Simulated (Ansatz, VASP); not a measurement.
# Two plane-wave programs on InSb3

File INCAR:

```
ALGO = Normal
EDIFF = 1E-6
ENCUT = 520
GGA = PS
ISIF = 2
ISMEAR = 0
LASPH = T
LCHARG = F
LREAL = F
LWAVE = F
NBANDS = 22
NELM = 60
PREC = Accurate
SIGMA = 0.15
```

KPOINTS

```
k-points
0
Gamma
  10 10 10
```

The input POSCAR:

```
InSb3
1.0
    4.7282366893      0.0000000000      0.0000000000
    0.0000000000      4.7282366893      0.0000000000
    0.0000000000      0.0000000000      4.7282366893
In Sb
1 3
Direct
    0.0091580166      0.0091580166      0.0091580166
    0.5000000000      0.0000000000      0.5000000000
    0.0000000000      0.5000000000      0.5000000000
    0.5000000000      0.5000000000      0.0000000000
```

Input for Ansatz:

```yaml
crystal:
  lattice:
    - [4.7282366893, 0.0, 0.0]
    - [0.0, 4.7282366893, 0.0]
    - [0.0, 0.0, 4.7282366893]
  atoms:
    - { symbol: In, position: [0.0091580166, 0.0091580166, 0.0091580166] }
    - { symbol: Sb, position: [0.5, 0.0, 0.5] }
    - { symbol: Sb, position: [0.0, 0.5, 0.5] }
    - { symbol: Sb, position: [0.5, 0.5, 0.0] }
basis:
  ecutwfc: 420
kpoints:
  mp_grid: { grid: [10, 10, 10] }
hamiltonian:
  xc: pbesol
scf:
  occupations: { method: gaussian, width: 0.15 }
output:
  forces: true
  stress: true
  eigenvalues: true
```

Alike in both runs: task single point; functional PBEsol; k mesh 10 × 10 × 10; occupations gaussian, width 0.15 eV; no spin polarisation.

```csv
,VASP,Ansatz
version,VASP 6.6.1,Ansatz 0.2.0
potentials or method,"VASP PAW PBE potentials, release 64 (In_d, Sb), cutoff 520 eV","scalar-relativistic, plane waves, PAW"
valence electrons in the cell,28,58
```

```tsv
	VASP	Ansatz	Ansatz less VASP
gap on the k mesh at the Fermi level (eV)	none	none	-
pressure (GPa)	0.0	0.0	-0.01
rms of the force components (eV/Å)	0.055	0.055	-0.0005
```

VASP's potentials were made for PBE, not for PBEsol. Atom by atom the forces differ by 0.000 eV/Å (rms over components). A gap of «none» marks a metal or a gap that the smearing closes. The functional is the same, so the differences come from potentials, cutoffs and numerics. VASP's potentials hold 28 valence electrons a cell and Ansatz's 58, so a difference there can come from the potentials and not from the codes.

Spin-orbit coupling is off throughout.
